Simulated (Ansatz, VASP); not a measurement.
Ag: VASP beside Ansatz

```
Ag
1.0
     0.00000    2.04275    2.04275
     2.04275    0.00000    2.04275
     2.04275    2.04275    0.00000
Ag
1
Direct
  0.00000 0.00000 0.00000
```

Alike in both runs: functional PBEsol; k mesh 8 × 8 × 8; occupations fermi-dirac, width 0.05 eV; non-collinear spin, spin-orbit coupling.

|  | VASP | Ansatz |
| --- | --- | --- |
| version | VASP 6.6.1 | Ansatz 0.2.0 |
| potentials or method | VASP PAW PBE potentials, release 64 (Ag), cutoff 520 eV | all-electron LAPW, relativistic spinors |
| task | single point | band structure |

Ansatz gave:

| Quantity | Value |
| --- | --- |
| pressure (GPa) | -2.2 |
| net moment per atom (μB) | 0.00 |

**Question.** What did VASP give for the same quantities?

**Answer.** Pressure (GPa): -2.3; net moment per atom (μB): 0.00.

VASP's potentials were made for PBE, not for PBEsol. Ansatz ran all-electron here, and VASP with PAW potentials.

Noted on Ansatz's run: the k mesh is thin for a metal, which can move the energy by tens of meV per atom.
